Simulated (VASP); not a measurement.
A run of VASP 6.6.1:

Contents of INCAR:

```
SYSTEM = Hf
PREC = Accurate
ENCUT = 520
EDIFF = 1E-6
ISMEAR = 1
SIGMA = 0.1
LREAL = .False.
LASPH = .True.
NELM = 80
ALGO = Normal
ISIF = 2
LWAVE = .False.
LCHARG = .True.
GGA = PS
IVDW = 12
LELF = .True.
LVHAR = .True.
NBANDS = 17
```

The input KPOINTS:

```
regular mesh
0
Gamma
  13 13 7
  0 0 0
```

Contents of POSCAR:

```
Hf
1.0
    2.9224268199      0.0000000000      0.0000000000
   -1.4612134099      2.5308958667      0.0000000000
    0.0000000000      0.0000000000      4.7073250842
Hf
2
Direct
    0.3333333333      0.6666666667      0.2500000000
    0.6666666667      0.3333333333      0.7500000000
```

Potentials or basis: VASP PAW PBE potentials, release 64 (Hf_pv).

Command:

```sh
$ cat potpaw_PBE.64/Hf_pv/POTCAR > POTCAR
$ mpirun -np 1 vasp_std > vasp.out
```

Hardware: 1 thread of Intel Xeon 8259CL, on a shared host.

How long does it take, and how much memory?

Wall time 52 s on 1 thread of Intel Xeon 8259CL, on a shared host, peak memory 0.19 GiB. Counts: scf iterations 11, k points 84.
